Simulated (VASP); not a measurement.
# As (P6/mmm) in VASP: relaxation of cell and atoms with PBE

Aim: the relaxation of cell and atoms of As with PBE.

Program: VASP 6.6.1. These are calculated values, not measurements. Logs are shortened: lines on timing, memory, paths and dates and some standing lists are left out, and cuts for length are marked.

### Step 1. The cell of the first run

The structure is hexagonal, space group P6/mmm (No. 191). The conventional cell has a = 3.598 Å, b = 3.598 Å, c = 2.231 Å, α = 90.00°, β = 90.00°, γ = 120.00°. Within 3.0 Å of As (site symmetry 6/mmm) lie 14 As at 2.23 to 2.36 Å. As (site symmetry -6m2) has 11 As at 2.08 to 2.36 Å within 2.8 Å.

This isn't the form of As at room conditions, which is rhombohedral.

### Step 2. Relaxation of cell and atoms, PBE, target pressure 410 GPa, at which the enthalpy is minimised

Contents of INCAR:

```
PREC     = Accurate       # precision mode
ENCUT    = 510            # plane-wave cutoff, eV
EDIFF    = 1E-7           # SCF threshold, eV
ISMEAR   = -1             # smearing method
SIGMA    = 0.1            # smearing width, eV
LREAL    = False          # projectors in reciprocal space
LASPH    = True           # aspherical terms in the spheres
NELM     = 120            # most SCF steps
ALGO     = Normal         # electronic algorithm
ISIF     = 3              # what is computed and relaxed
LWAVE    = False          # write WAVECAR
LCHARG   = False          # write CHGCAR
GGA      = PE             # functional
IBRION   = 2              # ionic algorithm
NSW      = 60             # ionic steps
EDIFFG   = -0.005         # ionic threshold
PSTRESS  = 4100.0       
GGA_COMPAT= False        
NELMIN   = 4
```

Contents of KPOINTS:

```
Automatic mesh
0
Gamma
  10 10 14
```

Contents of POSCAR:

```
As
1.0
    3.5983540888      0.0000000000      0.0000000000
   -1.7991770444      3.1162660527      0.0000000000
    0.0000000000      0.0000000000      2.2309795351
As
3
Direct
    0.0000000000      0.0000000000      0.0000000000
    0.3333333333      0.6666666667      0.5000000000
    0.6666666667      0.3333333333      0.5000000000
```

Potentials or basis: VASP PAW PBE potentials, release 64 (As_d).

The run is started by

```sh
> cat potpaw_PBE.64/As_d/POTCAR > POTCAR
> mpirun -np 1 vasp_std > vasp.out
```

OUTCAR:

```text
PREC = Accurate
   ENCUT = 510
   EDIFF = 1E-7
   ISMEAR = -1
   LREAL = False
   LASPH = True
   NELM = 120
   ISIF = 3
   GGA = PE
   IBRION = 2
   NSW = 60
   EDIFFG = -0.005
   PSTRESS = 4100.0
   NELMIN = 4

 ion  position               nearest neighbor table
   1  0.000  0.000  0.000-   2 2.36   3 2.36   2 2.36   3 2.36   2 2.36   2 2.36   3 2.36   3 2.36
                             3 2.36   3 2.36   2 2.36   2 2.36
   2  0.333  0.667  0.500-   3 2.08   3 2.08   3 2.08   1 2.36   1 2.36   1 2.36   1 2.36   1 2.36
                             1 2.36
   3  0.667  0.333  0.500-   2 2.08   2 2.08   2 2.08   1 2.36   1 2.36   1 2.36   1 2.36   1 2.36
                             1 2.36

  LATTYP: Found a hexagonal cell.
 ALAT       =     3.5983540888
 C/A-ratio  =     0.6200000000

  Lattice vectors:

 A1 = (   3.5983540888,   0.0000000000,   0.0000000000)
 A2 = (  -1.7991770444,   3.1162660527,   0.0000000000)
 A3 = (   0.0000000000,   0.0000000000,   2.2309795351)

Analysis of symmetry for initial positions (statically):
=====================================================================
 Subroutine PRICEL returns:
 Original cell was already a primitive cell.

 Routine SETGRP: Setting up the symmetry group for a
 hexagonal supercell.

 Subroutine GETGRP returns: Found 24 space group operations
 (whereof 24 operations were pure point group operations)
 out of a pool of 24 trial point group operations.

The static configuration has the point symmetry D_6h.

Analysis of symmetry for dynamics (positions and initial velocities):
=====================================================================
 Subroutine PRICEL returns:
 Original cell was already a primitive cell.

 Routine SETGRP: Setting up the symmetry group for a
 hexagonal supercell.

 Subroutine GETGRP returns: Found 24 space group operations
 (whereof 24 operations were pure point group operations)
 out of a pool of 24 trial point group operations.

The dynamic configuration has the point symmetry D_6h.

 Subroutine INISYM returns: Found 24 space group operations
 (whereof 24 operations are pure point group operations),
 and found     1 'primitive' translations

----------------------------------------------------------------------------------------

                                     Primitive cell

  volume of cell :      25.0169

  direct lattice vectors                    reciprocal lattice vectors
     3.598354089  0.000000000  0.000000000     0.277904835  0.160448431  0.000000000
    -1.799177044  3.116266053  0.000000000     0.000000000  0.320896863  0.000000000
     0.000000000  0.000000000  2.230979535     0.000000000  0.000000000  0.448233605

  length of vectors
     3.598354089  3.598354089  2.230979535     0.320896863  0.320896863  0.448233605

  position of ions in fractional coordinates (direct lattice)
     0.000000000  0.000000000  0.000000000
     0.333333333  0.666666667  0.500000000
     0.666666667  0.333333333  0.500000000

  ion indices of the primitive-cell ions
   primitive index   ion index
                 1           1
                 2           2
                 3           3

----------------------------------------------------------------------------------------

 KPOINTS: Automatic mesh

Automatic generation of k-mesh.
 Grid dimensions read from file:
 generate k-points for:   10   10   14

 Generating k-lattice:

  Cartesian coordinates                     Fractional coordinates (reciprocal lattice)
     0.027790484  0.016044843  0.000000000     0.100000000  0.000000000  0.000000000
     0.000000000  0.032089686  0.000000000     0.000000000  0.100000000  0.000000000
     0.000000000  0.000000000  0.032016686     0.000000000  0.000000000  0.071428571

  Length of vectors
     0.032089686  0.032089686  0.032016686

  Shift w.r.t. Gamma in fractional coordinates (k-lattice)
     0.000000000  0.000000000  0.000000000

 Subroutine IBZKPT returns following result:
 ===========================================

 Found    112 irreducible k-points:

 Following reciprocal coordinates:
            Coordinates               Weight
  0.000000  0.000000  0.000000      1.000000
  0.100000  0.000000  0.000000      6.000000
  0.200000  0.000000  0.000000      6.000000
  0.300000  0.000000  0.000000      6.000000
  0.400000  0.000000  0.000000      6.000000
  0.500000 -0.000000  0.000000      3.000000
[... 16 lines left out ...]
  0.300000  0.100000  0.071429     24.000000
  0.400000  0.100000  0.071429     24.000000
 [... further k-points ...]
   k-points           NKPTS =    112   k-points in BZ     NKDIM =    112   number of bands    NBANDS=     27
   number of dos      NEDOS =    301   number of ions     NIONS =      3
   total plane-waves  NPLWV =  12544
   dimension x,y,z NGX =    28 NGY =   28 NGZ =   16
   dimension x,y,z NGXF=    56 NGYF=   56 NGZF=   32
   ions per type =               3
   NGX,Y,Z   is equivalent  to a cutoff of  12.94, 12.94, 11.92 a.u.
   NGXF,Y,Z  is equivalent  to a cutoff of  25.87, 25.87, 23.85 a.u.
 SYSTEM =  unknown system
   PREC   = accura    normal or accurate (medium, high low for compatibility)
   ISTART =      0    job   : 0-new  1-cont  2-samecut
   ICHARG =      2    charge: 1-file 2-atom 10-const
   ISPIN  =      1    spin polarized calculation?
   LNONCOLLINEAR =      F non collinear calculations
   LSORBIT =      F    spin-orbit coupling
   LASPH  =      T    aspherical Exc in radial PAW
   ENCUT  =  510.0 eV  37.48 Ry    6.12 a.u.   6.63  6.63  4.11*2*pi/ulx,y,z
   NELM   =    120;   NELMIN=  4; NELMDL= -5     # of ELM steps
   EDIFF  = 0.1E-06   stopping-criterion for ELM
   LREAL  =      F    real-space projection
   EDIFFG = -.5E-02   stopping-criterion for IOM
   NSW    =     60    number of steps for IOM
   IBRION =      2    ionic relax: 0-MD 1-quasi-New 2-CG
   NFREE  =      1    steps in history (QN), initial steepest desc. (CG)
   ISIF   =      3    stress and relaxation
   ISYM   =      2    0-nonsym 1-usesym 2-fastsym
   POTIM  = 0.5000    time-step for ionic-motion
   TEBEG  =    0.0;   TEEND  =   0.0 temperature during run
   PSTRESS= 4100.0 pullay stress
   NELECT =      45.0000    total number of electrons
   NUPDOWN=      -1.0000    fix difference up-down
   EMIN   =  10.00;   EMAX   =-10.00  energy-range for DOS
   EFERMI =   0.00;   METHOD = LEGACY
   ISMEAR =    -1;   SIGMA  =   0.10  broadening in eV -4-tet -1-fermi 0-gaus
   EFERMI_NEDOS =   21; number of points for ismear=-14 and -15
   IALGO  =     38    algorithm
   IMIX   =      4    mixing-type and parameters
     AMIX     =   0.40;   BMIX     =  1.00
     AMIX_MAG =   1.60;   BMIX_MAG =  1.00
  volume/ion in A,a.u.               =       8.34        56.27
  Fermi-wavevector in a.u.,A,eV,Ry     =   1.990984  3.762413 53.933703  3.964015
  Thomas-Fermi vector in A             =   3.008761
   LORBIT       =      0    0 simple, 1 ext, 2 COOP (PROOUT), +10 PAW based schemes
   GGA     = PE    functional components
   LHFCALC =     F    Hartree Fock is set to
   AEXX    =    0.0000 exact exchange contribution
   IVDW    =     0    specifies the selected vdW correction
   LEPSILON=     F    determine dielectric tensor
   LRPA    =     F    only Hartree local field effects (RPA)
 conjugate gradient relaxation of ions
 non-spin polarized calculation
  energy-cutoff  :      510.00
  volume of cell :       25.02
 maximum number of plane-waves:       686
 NGX is ok and might be reduce to    28
   NGX = 13   NGY = 13   NGZ =  9

--------------------------------------- Ionic step        1  -------------------------------------------

 number of electron      45.0000035 magnetization

 Free energy of the ion-electron system (eV)
  ---------------------------------------------------
  ext. energy  EPLUGINS =         0.00000000
  ---------------------------------------------------
  free energy    TOTEN  =         7.26863284 eV

  energy without entropy =        7.29363965  energy(sigma->0) =        7.28113625

------------------------ aborting loop because EDIFF is reached ----------------------------------------

  FORCE on cell =-STRESS in cart. coord.  units (eV):
  Direction    XX          YY          ZZ          XY          YZ          ZX
  --------------------------------------------------------------------------------------
  -------------------------------------------------------------------------------------
  Total       66.7751975     66.7751975     59.7433384      0.0000000      0.0000000      0.0000000
  in kB     4276.5322497   4276.5322497   3826.1858118      0.0000000      0.0000000      0.0000000
  external PRESSURE =      26.4167704 kB  Pullay stress =    4100.0000000 kB
[... 297 lines left out ...]
  enthalpy is  TOTEN    =        71.1832177463 eV   P V=       64.0815335596

--------------------------------------- Ionic step        9  -------------------------------------------

 number of electron      44.9999975 magnetization

 Free energy of the ion-electron system (eV)
  ---------------------------------------------------
  ext. energy  EPLUGINS =         0.00000000
  ---------------------------------------------------
  free energy    TOTEN  =         7.09635899 eV

  energy without entropy =        7.12212123  energy(sigma->0) =        7.10924011

 E-fermi :  15.9912     XC(G=0): -16.5670

 val. band max:       15.9763242258   @ k =   0.4000   0.1000   0.1429
 cond. band min:      15.9984493276   @ k =   0.0000   0.0000   0.5000
 fundamental gap:      0.0221251017
 Fermi energy:        15.9911951707

 k-point     1 :       0.0000    0.0000    0.0000
  band No.  band energies     occupation
      1     -22.4404      2.00000
      2     -22.0897      2.00000
      3     -22.0522      2.00000
      4     -22.0522      2.00000
      5     -21.8705      2.00000
      6     -21.8517      2.00000
[... 709 lines left out ...]
     26      22.4770      0.00000
     27      26.4551      0.00000

 [... further k-points ...]
[... 5 lines left out ...]
  --------------------------------------------------------------------------------------
  -------------------------------------------------------------------------------------
  Total       64.0935333     64.0935333     64.0959007     -0.0000000     -0.0000000      0.0000000
  in kB     4100.4276466   4100.4276465   4100.5791015     -0.0000000     -0.0000000      0.0000000
  external PRESSURE =       0.4781315 kB  Pullay stress =    4100.0000000 kB
[... 18 lines left out ...]
  FREE ENERGIE OF THE ION-ELECTRON SYSTEM (eV)
  ---------------------------------------------------
  free  energy   TOTEN  =         7.0963589948 eV

  energy  without entropy=        7.1221212297  energy(sigma->0) =        7.10924011

  enthalpy is  TOTEN    =        71.1832077914 eV   P V=       64.0868487965

 reached required accuracy - stopping structural energy minimisation
```

Run time: 3.4 min. Hardware: 1 thread of Intel Xeon 6975P-C (Granite Rapids), shared host; peak memory 0.17 GiB.

What came out:

| Item | Value |
| --- | --- |
| Free energy | 7.0964 eV |
| Relaxed volume | 8.35 Å³/atom |
| Relaxed cell | a = 3.648 Å, b = 3.648 Å, c = 2.174 Å, α = 90.00°, β = 90.00°, γ = 120.00° |
| Space group after relaxing (to 0.1 Å) | P6/mmm (No. 191) |
| Energy change on relaxing (the run minimises the enthalpy) | -57.4 meV/atom |
| Ionic steps | 9 |
| Pressure after relaxing | 410.0 GPa |
| Band gap on the k mesh | zero (an odd number of electrons rules out a gap without spin polarisation) |

The path:
| step | energy change (eV) | largest force (eV/Å) | pressure (GPa) | volume (Å³) |
| --- | --- | --- | --- | --- |
| 1 | 0.0000 | 0.0000 | 412.64 | 25.02 |
| 2 | -0.7505 | 0.0000 | 395.08 | 25.41 |
| 3 | -0.5110 | 0.0000 | 402.61 | 25.18 |
| 4 | -0.4986 | 0.0000 | 402.81 | 25.17 |
| 5 | 2.5812 | 0.0000 | 471.62 | 24.05 |
| 6 | -0.1840 | 0.0000 | 409.73 | 25.05 |
| 7 | -0.1750 | 0.0000 | 409.95 | 25.04 |
| 8 | -0.1669 | 0.0000 | 410.12 | 25.04 |
| 9 | -0.1723 | 0.0000 | 410.05 | 25.04 |

Final structure:
```yaml
crystal:
  lattice:
    - [3.64756, 0.00000, 0.00000]
    - [-1.82378, 3.15888, 0.00000]
    - [0.00000, 0.00000, 2.17351]
  atoms:
    - { symbol: As, position: [0.00000, 0.00000, 0.00000] }
    - { symbol: As, position: [0.33333, 0.66667, 0.50000] }
    - { symbol: As, position: [0.66667, 0.33333, 0.50000] }
```

Caveat: the cell is relaxed towards a set pressure, so the run minimises the enthalpy, not the energy; the highest band is partly filled, so the run has too few bands; an odd number of electrons without spin polarisation forces a metal; a magnetic or distorted state may lie lower.

The gap in the log of VASP goes by the Fermi energy; the results here count the filled bands.